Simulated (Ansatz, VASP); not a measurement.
**One calculation of CaF2, two programs**

Contents of INCAR:

```
SYSTEM = CaF2
PREC = Accurate
ENCUT = 600
EDIFF = 1E-6
ISMEAR = 0
SIGMA = 0.05
LREAL = .FALSE.
LASPH = .TRUE.
NELM = 200
ALGO = Normal
ISIF = 2
LWAVE = .FALSE.
LCHARG = .FALSE.
LNONCOLLINEAR = .TRUE.
MAGMOM = 0 0 0 0 0 0 0 0 0
LORBIT = 11
LSORBIT = .TRUE.
GGA_COMPAT = .FALSE.
LORBMOM = .TRUE.
GGA = PE
NBANDS = 37
```

The input KPOINTS:

```
regular mesh
0
G
  8 8 8
  0 0 0
```

POSCAR

```
CaF2
1.0
    0.0000000000      2.7830301463      2.7830301463
    2.7554753924      0.0275547539      2.7554753924
    2.7554753924      2.7554753924      0.0275547539
Ca F
1 2
Direct
    0.0000000000      0.0000000000      0.0000000000
    0.2500000000      0.2500000000      0.2500000000
    0.7500000000      0.7500000000      0.7500000000
```

Input for Ansatz:

```yaml
crystal:
  lattice:
    - [0.0, 2.7830301463, 2.7830301463]
    - [2.7554753924, 0.0275547539, 2.7554753924]
    - [2.7554753924, 2.7554753924, 0.0275547539]
  atoms:
    - { symbol: Ca, position: [0.0, 0.0, 0.0] }
    - { symbol: F, position: [0.25, 0.25, 0.25] }
    - { symbol: F, position: [0.75, 0.75, 0.75] }
basis:
  ecutwfc: 420
  ecutrho_ratio: 4
kpoints:
  mp_grid: { grid: [8, 8, 8] }
hamiltonian:
  xc: pbe
scf:
  occupations: { method: gaussian, width: 0.05 }
output:
  forces: true
  stress: true
  eigenvalues: true
  populations: true
magnetization:
  noncollinear: true
  spin_orbit: true
```

Change from the starting cell: strain e4 = +0.02, atoms carried along.

Alike in both runs: task single point; functional PBE; k mesh 8 × 8 × 8; occupations gaussian, width 0.05 eV; non-collinear spin, spin-orbit coupling.

|  | VASP | Ansatz |
| --- | --- | --- |
| version | VASP 6.6.1 | Ansatz 0.2.0 |
| potentials or method | VASP PAW PBE potentials, release 64 (Ca_sv, F), cutoff 600 eV | plane waves, PAW |
| valence electrons in the cell | 24 | 24 |

```csv
,VASP,Ansatz,Ansatz less VASP
pressure (GPa),0.2,0.0,-0.13
"traceless stress, the component that is largest in VASP (GPa)",-0.70,-0.66,+0.040
rms of the force components (eV/Å),0.020,0.018,-0.0021
```

Atom by atom the forces differ by 0.002 eV/Å (rms over components).
